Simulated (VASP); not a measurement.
# Hf (P6_3/mmc) in VASP: a series of runs

Hf is run at these levels: PBE; tasks: electric field gradients.

All numbers are computed with VASP 6.6.1; they aren't measurements. Logs are shortened: lines on timing, memory, paths and dates and some standing lists are left out, and cuts for length are marked.

### Step 1. The cell of the first run

Symmetry: P6_3/mmc, No. 194, hexagonal system. Conventional cell: a = 3.197 Å, b = 3.197 Å, c = 5.108 Å, α = 90.00°, β = 90.00°, γ = 120.00°. Within 4.1 Å of Hf (site symmetry -6m2) lie 12 Hf at 3.15 to 3.20 Å.

### Step 2. Electric field gradients, PBE (zz strain of +1 %)

The input, INCAR:

```
PREC = Accurate
ENCUT = 400
EDIFF = 1E-8
ISMEAR = -1
SIGMA = 0.05
LREAL = False
LASPH = True
NELM = 120
ALGO = Normal
ISIF = 2
LWAVE = False
LCHARG = False
GGA = PE
LEFG = True
NBANDS = 17
GGA_COMPAT = False
```

The input, KPOINTS:

```
regular mesh
0
Gamma
  13 13 7
```

The input, POSCAR:

```
Hf
1.0
    3.1966985242      0.0000000000      0.0000000000
   -1.5983492621      2.7684221302      0.0000000000
    0.0000000000      0.0000000000      5.1083780000
Hf
2
Direct
    0.3333333333      0.6666666667      0.2500000000
    0.6666666667      0.3333333333      0.7500000000
```

Potentials or basis: VASP PAW PBE potentials, release 64 (Hf_pv).

Run with:

```sh
> cat potpaw_PBE.64/Hf_pv/POTCAR > POTCAR
> mpirun -np 1 vasp_std > vasp.out
```

OUTCAR:

```text
PREC = Accurate
   ENCUT = 400
   EDIFF = 1E-8
   ISMEAR = -1
   LREAL = False
   LASPH = True
   NELM = 120
   ISIF = 2
   GGA = PE

 ion  position               nearest neighbor table
   1  0.333  0.667  0.250-   2 3.15   2 3.15   2 3.15   2 3.15   2 3.15   2 3.15
   2  0.667  0.333  0.750-   1 3.15   1 3.15   1 3.15   1 3.15   1 3.15   1 3.15

  LATTYP: Found a hexagonal cell.
 ALAT       =     3.1966985242
 C/A-ratio  =     1.5980168168

  Lattice vectors:

 A1 = (   3.1966985242,   0.0000000000,   0.0000000000)
 A2 = (  -1.5983492621,   2.7684221302,   0.0000000000)
 A3 = (   0.0000000000,   0.0000000000,   5.1083780000)

Analysis of symmetry for initial positions (statically):
=====================================================================
 Subroutine PRICEL returns:
 Original cell was already a primitive cell.

 Routine SETGRP: Setting up the symmetry group for a
 hexagonal supercell.

 Subroutine GETGRP returns: Found 24 space group operations
 (whereof 12 operations were pure point group operations)
 out of a pool of 24 trial point group operations.

The static configuration has the point symmetry D_3d.
 The point group associated with its full space group is D_6h.

Analysis of symmetry for dynamics (positions and initial velocities):
=====================================================================
 Subroutine PRICEL returns:
 Original cell was already a primitive cell.

 Routine SETGRP: Setting up the symmetry group for a
 hexagonal supercell.

 Subroutine GETGRP returns: Found 24 space group operations
 (whereof 12 operations were pure point group operations)
 out of a pool of 24 trial point group operations.

The dynamic configuration has the point symmetry D_3d.
 The point group associated with its full space group is D_6h.

 Subroutine INISYM returns: Found 24 space group operations
 (whereof 12 operations are pure point group operations),
 and found     1 'primitive' translations

----------------------------------------------------------------------------------------

                                     Primitive cell

  volume of cell :      45.2082

  direct lattice vectors                    reciprocal lattice vectors
     3.196698524  0.000000000  0.000000000     0.312822743  0.180608295  0.000000000
    -1.598349262  2.768422130  0.000000000     0.000000000  0.361216589  0.000000000
     0.000000000  0.000000000  5.108378000     0.000000000  0.000000000  0.195756853

  length of vectors
     3.196698524  3.196698524  5.108378000     0.361216589  0.361216589  0.195756853

  position of ions in fractional coordinates (direct lattice)
     0.333333333  0.666666667  0.250000000
     0.666666667  0.333333333  0.750000000

  ion indices of the primitive-cell ions
   primitive index   ion index
                 1           1
                 2           2

----------------------------------------------------------------------------------------

 KPOINTS: regular mesh

Automatic generation of k-mesh.
 Grid dimensions read from file:
 generate k-points for:   13   13    7

 Generating k-lattice:

  Cartesian coordinates                     Fractional coordinates (reciprocal lattice)
     0.024063288  0.013892946  0.000000000     0.076923077  0.000000000  0.000000000
     0.000000000  0.027785891  0.000000000     0.000000000  0.076923077  0.000000000
     0.000000000  0.000000000  0.027965265     0.000000000  0.000000000  0.142857143

  Length of vectors
     0.027785891  0.027785891  0.027965265

  Shift w.r.t. Gamma in fractional coordinates (k-lattice)
     0.000000000  0.000000000  0.000000000

 Subroutine IBZKPT returns following result:
 ===========================================

 Found     84 irreducible k-points:

 Following reciprocal coordinates:
            Coordinates               Weight
  0.000000  0.000000  0.000000      1.000000
  0.076923 -0.000000  0.000000      6.000000
  0.153846 -0.000000  0.000000      6.000000
  0.230769  0.000000  0.000000      6.000000
  0.307692 -0.000000  0.000000      6.000000
  0.384615 -0.000000  0.000000      6.000000
[... 16 lines left out ...]
  0.076923 -0.000000  0.142857     12.000000
  0.153846 -0.000000  0.142857     12.000000
 [... further k-points ...]
   k-points           NKPTS =     84   k-points in BZ     NKDIM =     84   number of bands    NBANDS=     17
   number of dos      NEDOS =    301   number of ions     NIONS =      2
   total plane-waves  NPLWV =  20736
   dimension x,y,z NGX =    24 NGY =   24 NGZ =   36
   dimension x,y,z NGXF=    48 NGYF=   48 NGZF=   72
   ions per type =               2
   NGX,Y,Z   is equivalent  to a cutoff of  12.48, 12.48, 11.72 a.u.
   NGXF,Y,Z  is equivalent  to a cutoff of  24.96, 24.96, 23.43 a.u.
 SYSTEM =  unknown system
   PREC   = accura    normal or accurate (medium, high low for compatibility)
   ISTART =      0    job   : 0-new  1-cont  2-samecut
   ICHARG =      2    charge: 1-file 2-atom 10-const
   ISPIN  =      1    spin polarized calculation?
   LNONCOLLINEAR =      F non collinear calculations
   LSORBIT =      F    spin-orbit coupling
   LASPH  =      T    aspherical Exc in radial PAW
   ENCUT  =  400.0 eV  29.40 Ry    5.42 a.u.   5.21  5.21  8.33*2*pi/ulx,y,z
   NELM   =    120;   NELMIN=  2; NELMDL= -5     # of ELM steps
   EDIFF  = 0.1E-07   stopping-criterion for ELM
   LREAL  =      F    real-space projection
   EDIFFG = 0.1E-06   stopping-criterion for IOM
   NSW    =      0    number of steps for IOM
   IBRION =     -1    ionic relax: 0-MD 1-quasi-New 2-CG
   NFREE  =      0    steps in history (QN), initial steepest desc. (CG)
   ISIF   =      2    stress and relaxation
   ISYM   =      2    0-nonsym 1-usesym 2-fastsym
   POTIM  = 0.5000    time-step for ionic-motion
   TEBEG  =    0.0;   TEEND  =   0.0 temperature during run
   PSTRESS=    0.0 pullay stress
   NELECT =      20.0000    total number of electrons
   NUPDOWN=      -1.0000    fix difference up-down
   EMIN   =  10.00;   EMAX   =-10.00  energy-range for DOS
   EFERMI =   0.00;   METHOD = LEGACY
   ISMEAR =    -1;   SIGMA  =   0.05  broadening in eV -4-tet -1-fermi 0-gaus
   EFERMI_NEDOS =   21; number of points for ismear=-14 and -15
   IALGO  =     38    algorithm
   IMIX   =      4    mixing-type and parameters
     AMIX     =   0.40;   BMIX     =  1.00
     AMIX_MAG =   1.60;   BMIX_MAG =  1.00
  volume/ion in A,a.u.               =      22.60       152.54
  Fermi-wavevector in a.u.,A,eV,Ry     =   1.247419  2.357281 21.171415  1.556055
  Thomas-Fermi vector in A             =   2.381552
   LORBIT       =      0    0 simple, 1 ext, 2 COOP (PROOUT), +10 PAW based schemes
   GGA     = PE    functional components
   LHFCALC =     F    Hartree Fock is set to
   AEXX    =    0.0000 exact exchange contribution
   IVDW    =     0    specifies the selected vdW correction
   LEPSILON=     F    determine dielectric tensor
   LRPA    =     F    only Hartree local field effects (RPA)
 non-spin polarized calculation
  energy-cutoff  :      400.00
  volume of cell :       45.21
 maximum number of plane-waves:       833
 NGX is ok and might be reduce to    24
   NGX = 11   NGY = 11   NGZ = 17

 number of electron      20.0000005 magnetization

 Free energy of the ion-electron system (eV)
  ---------------------------------------------------
  ext. energy  EPLUGINS =         0.00000000
  ---------------------------------------------------
  free energy    TOTEN  =       -19.85208504 eV

  energy without entropy =      -19.83865891  energy(sigma->0) =      -19.84537197

 E-fermi :   4.8429     XC(G=0): -11.2365

 val. band max:        4.8348486633   @ k =   0.3077   0.2308   0.4286
 cond. band min:       4.8592351873   @ k =   0.3846   0.2308   0.2857
 fundamental gap:      0.0243865240
 Fermi energy:         4.8429053418

 k-point     1 :       0.0000    0.0000    0.0000
  band No.  band energies     occupation
      1     -26.2240      2.00000
      2     -25.5050      2.00000
      3     -25.5050      2.00000
      4     -25.4045      2.00000
      5     -25.3877      2.00000
      6     -25.3877      2.00000
[... 9 lines left out ...]
     16       7.5410      0.00000
     17      10.1406      0.00000

 k-point     2 :       0.0769   -0.0000    0.0000
  band No.  band energies     occupation
      1     -26.2092      2.00000
      2     -25.5375      2.00000
      3     -25.5157      2.00000
      4     -25.4219      2.00000
      5     -25.4109      2.00000
      6     -25.3922      2.00000
[... 9 lines left out ...]
     16       7.3716      0.00000
     17      10.2740      0.00000
[... 421 lines left out ...]
 k-point    24 :       0.1538   -0.0000    0.1429
  band No.  band energies     occupation
      1     -26.1365      2.00000
      2     -25.6186      2.00000
      3     -25.5498      2.00000
      4     -25.5378      2.00000
      5     -25.4382      2.00000
      6     -25.4125      2.00000
[... 9 lines left out ...]
     16       7.6172      0.00000
     17      10.5334      0.00000

 [... further k-points ...]
[... 5 lines left out ...]
  --------------------------------------------------------------------------------------
  -------------------------------------------------------------------------------------
  Total       -0.0918377     -0.0918377     -0.5134625      0.0000000     -0.0000000      0.0000000
  in kB       -3.2547274     -3.2547274    -18.1971056      0.0000000     -0.0000000      0.0000000
  external PRESSURE =      -8.2355202 kB  Pullay stress =       0.0000000 kB

 VOLUME and BASIS-vectors are now :
 -----------------------------------------------------------------------------
  energy-cutoff  :      400.00
  volume of cell :       45.21
      direct lattice vectors                 reciprocal lattice vectors
     3.196698524  0.000000000  0.000000000     0.312822743  0.180608295  0.000000000
    -1.598349262  2.768422130  0.000000000     0.000000000  0.361216589  0.000000000
     0.000000000  0.000000000  5.108378000     0.000000000  0.000000000  0.195756853

 POSITION                                       TOTAL-FORCE (eV/Angst)
 -----------------------------------------------------------------------------------
     -0.00000      1.84561      1.27709        -0.000000      0.000000      0.000000
      1.59835      0.92281      3.83128         0.000000      0.000000      0.000000
 -----------------------------------------------------------------------------------
    total drift:                                0.000000     -0.000000      0.000000

  FREE ENERGIE OF THE ION-ELECTRON SYSTEM (eV)
  ---------------------------------------------------
  free  energy   TOTEN  =       -19.8520850408 eV

  energy  without entropy=      -19.8386589091  energy(sigma->0) =      -19.84537197

 Electric field gradients (V/A^2)
---------------------------------------------------------------------
 ion       V_xx      V_yy      V_zz      V_xy      V_xz      V_yz
---------------------------------------------------------------------
   1     -35.000   -34.999    69.999     0.000    -0.000     0.000
   2     -35.000   -34.999    69.999     0.000     0.000    -0.000
---------------------------------------------------------------------

 Electric field gradients after diagonalization (V/A^2)
 (convention: |V_zz| > |V_xx| > |V_yy|)
----------------------------------------------------------------------
 ion       V_xx      V_yy      V_zz     asymmetry (V_yy - V_xx)/ V_zz
----------------------------------------------------------------------
   1     -35.000   -34.999    69.999       0.000
   2     -35.000   -34.999    69.999       0.000
----------------------------------------------------------------------

           NMR quadrupolar parameters

 Cq : quadrupolar parameter    Cq=e*Q*V_zz/h
 eta: asymmetry parameters     (V_yy - V_xx)/ V_zz
 Q  : nuclear electric quadrupole moment in mb (millibarn)
----------------------------------------------------------------------
 ion       Cq(MHz)       eta       Q (mb)
----------------------------------------------------------------------
   1       0.169       0.000       1.000
   2       0.169       0.000       1.000
----------------------------------------------------------------------
```

Wall time 57 s (1 thread of Intel Xeon 8259CL, shared host); peak memory 0.17 GiB.

What came out:

```
Free energy                             : -19.8521 eV
Pressure                                : -0.8 GPa
Band gap on the k mesh                  : zero (bands 10 and 11 overlap by 1.59 eV)
Largest electric field gradient by atom : Hf +70.0 V/Å²
```

Stress tensor (GPa, compression positive):
```
-0.33  0.00  0.00
 0.00 -0.33  0.00
 0.00  0.00 -1.82
```

Electric field gradients, principal values (V/Å²):
```tsv
atom	least	middle	greatest (by size)
1 Hf	-34.999	-35.000	69.999
2 Hf	-34.999	-35.000	69.999
```

Caveat: the cell differs from its parent crystal (zz strain of +1 %); without QUAD_EFG the Cq values of the log hold for a quadrupole moment of 1 mb, not for the nuclei; spin-orbit coupling is left out, which moves the levels of the heavy elements.

### Step 3. Electric field gradients, PBE (zz strain of +2 %)

The input, INCAR:

```
SYSTEM = Hf
  PREC = Accurate
  ENCUT = 400
  EDIFF = 1E-8
  ISMEAR = -1
  SIGMA = 0.05
  LREAL = .FALSE.
  LASPH = .TRUE.
  NELM = 120
  ALGO = Normal
  ISIF = 2
  LWAVE = .FALSE.
  LCHARG = .FALSE.
  GGA = PE
  LEFG = .TRUE.
  NBANDS = 17
  GGA_COMPAT = .FALSE.
```

The input, KPOINTS:

```
Automatic mesh
0
G
  13 13 7
  0 0 0
```

Edit POSCAR of step 2 so:

```diff
@@ -4,3 +4,3 @@
    -1.5983492621      2.7684221302      0.0000000000
-    0.0000000000      0.0000000000      5.1083780000
+    0.0000000000      0.0000000000      5.1589560000
 Hf
```

Potentials or basis: VASP PAW PBE potentials, release 64 (Hf_pv).

Run with:

```sh
> cat potpaw_PBE.64/Hf_pv/POTCAR > POTCAR
> mpirun -np 1 vasp_std > vasp.out
```

OUTCAR:

```text
SYSTEM = Hf
   PREC = Accurate
   ENCUT = 400
   EDIFF = 1E-8
   ISMEAR = -1
   LREAL = .FALSE.
   LASPH = .TRUE.
   NELM = 120
   ISIF = 2
   GGA = PE

 ion  position               nearest neighbor table
   1  0.333  0.667  0.250-   2 3.17   2 3.17   2 3.17   2 3.17   2 3.17   2 3.17
   2  0.667  0.333  0.750-   1 3.17   1 3.17   1 3.17   1 3.17   1 3.17   1 3.17

  LATTYP: Found a hexagonal cell.
 ALAT       =     3.1966985242
 C/A-ratio  =     1.6138387655

  Lattice vectors:

 A1 = (   3.1966985242,   0.0000000000,   0.0000000000)
 A2 = (  -1.5983492621,   2.7684221302,   0.0000000000)
 A3 = (   0.0000000000,   0.0000000000,   5.1589560000)

Analysis of symmetry for initial positions (statically):
=====================================================================
 Subroutine PRICEL returns:
 Original cell was already a primitive cell.

 Routine SETGRP: Setting up the symmetry group for a
 hexagonal supercell.
[... 671 lines left out ...]
  volume of cell :       45.66
      direct lattice vectors                 reciprocal lattice vectors
     3.196698524  0.000000000  0.000000000     0.312822743  0.180608295  0.000000000
    -1.598349262  2.768422130  0.000000000     0.000000000  0.361216589  0.000000000
     0.000000000  0.000000000  5.158956000     0.000000000  0.000000000  0.193837668

 POSITION                                       TOTAL-FORCE (eV/Angst)
 -----------------------------------------------------------------------------------
     -0.00000      1.84561      1.28974         0.000000      0.000000      0.000000
      1.59835      0.92281      3.86922         0.000000      0.000000      0.000000
 -----------------------------------------------------------------------------------
    total drift:                               -0.000000      0.000000     -0.000000

  FREE ENERGIE OF THE ION-ELECTRON SYSTEM (eV)
  ---------------------------------------------------
  free  energy   TOTEN  =       -19.8446726719 eV

  energy  without entropy=      -19.8308068034  energy(sigma->0) =      -19.83773974

 Electric field gradients (V/A^2)
---------------------------------------------------------------------
 ion       V_xx      V_yy      V_zz      V_xy      V_xz      V_yz
---------------------------------------------------------------------
   1     -28.954   -28.953    57.907     0.000     0.000    -0.000
   2     -28.954   -28.953    57.907     0.000    -0.000     0.000
---------------------------------------------------------------------

 Electric field gradients after diagonalization (V/A^2)
 (convention: |V_zz| > |V_xx| > |V_yy|)
----------------------------------------------------------------------
 ion       V_xx      V_yy      V_zz     asymmetry (V_yy - V_xx)/ V_zz
----------------------------------------------------------------------
   1     -28.954   -28.953    57.907       0.000
   2     -28.954   -28.953    57.907       0.000
----------------------------------------------------------------------

           NMR quadrupolar parameters

 Cq : quadrupolar parameter    Cq=e*Q*V_zz/h
 eta: asymmetry parameters     (V_yy - V_xx)/ V_zz
 Q  : nuclear electric quadrupole moment in mb (millibarn)
----------------------------------------------------------------------
 ion       Cq(MHz)       eta       Q (mb)
----------------------------------------------------------------------
   1       0.140       0.000       1.000
   2       0.140       0.000       1.000
----------------------------------------------------------------------
```

OSZICAR:

```text
N       E                     dE             d eps       ncg     rms          rms(c)
DAV:   1     0.428387917783E+02    0.42839E+02   -0.10011E+04  2896   0.916E+02
DAV:   2    -0.189738806501E+02   -0.61813E+02   -0.60253E+02  3725   0.219E+02
DAV:   3    -0.205692661137E+02   -0.15954E+01   -0.15866E+01  3689   0.247E+01
DAV:   4    -0.205823420434E+02   -0.13076E-01   -0.13070E-01  3603   0.275E+00
DAV:   5    -0.205824841615E+02   -0.14212E-03   -0.14208E-03  3730   0.247E-01    0.641E+01
DAV:   6    -0.200417912521E+02    0.54069E+00   -0.51385E-01  3357   0.458E+00    0.379E+01
DAV:   7    -0.198554947055E+02    0.18630E+00   -0.86488E-01  3415   0.568E+00    0.185E+00
DAV:   8    -0.198445781128E+02    0.10917E-01   -0.55725E-02  3401   0.152E+00    0.318E-01
DAV:   9    -0.198446845889E+02   -0.10648E-03   -0.11840E-03  3842   0.244E-01    0.188E-01
DAV:  10    -0.198446689479E+02    0.15641E-04   -0.58548E-05  3402   0.508E-02    0.212E-01
DAV:  11    -0.198446726951E+02   -0.37471E-05   -0.54276E-06  3726   0.166E-02    0.930E-03
DAV:  12    -0.198446727351E+02   -0.40015E-07   -0.33532E-07  3457   0.372E-03    0.200E-03
DAV:  13    -0.198446727129E+02    0.22231E-07   -0.86822E-09  2683   0.713E-04    0.126E-03
DAV:  14    -0.198446726751E+02    0.37771E-07   -0.74615E-10  1914   0.197E-04    0.274E-04
DAV:  15    -0.198446726719E+02    0.32258E-08   -0.11631E-10  1736   0.806E-05
   1 F= -.19844673E+02 E0= -.19837740E+02  d E =-.138659E-01
```

It took 54 s on 1 thread of Intel Xeon 8259CL, shared host; peak memory 0.18 GiB.

Results:

| Property | Result |
| --- | --- |
| Free energy | -19.8447 eV |
| Pressure | -1.9 GPa |
| Band gap on the k mesh | zero (bands 10 and 11 overlap by 1.60 eV) |
| Largest electric field gradient by atom | Hf +57.9 V/Å² |

Electric field gradients, principal values (V/Å²):
```csv
atom,least,middle,greatest (by size)
1 Hf,-28.953,-28.954,57.907
2 Hf,-28.953,-28.954,57.907
```

Caveat: the cell differs from its parent crystal (zz strain of +2 %); without QUAD_EFG the Cq values of the log hold for a quadrupole moment of 1 mb, not for the nuclei; spin-orbit coupling is left out, which moves the levels of the heavy elements.

[end of part 1 of 2]

The gap in the log of VASP goes by the Fermi energy; the results here count the filled bands.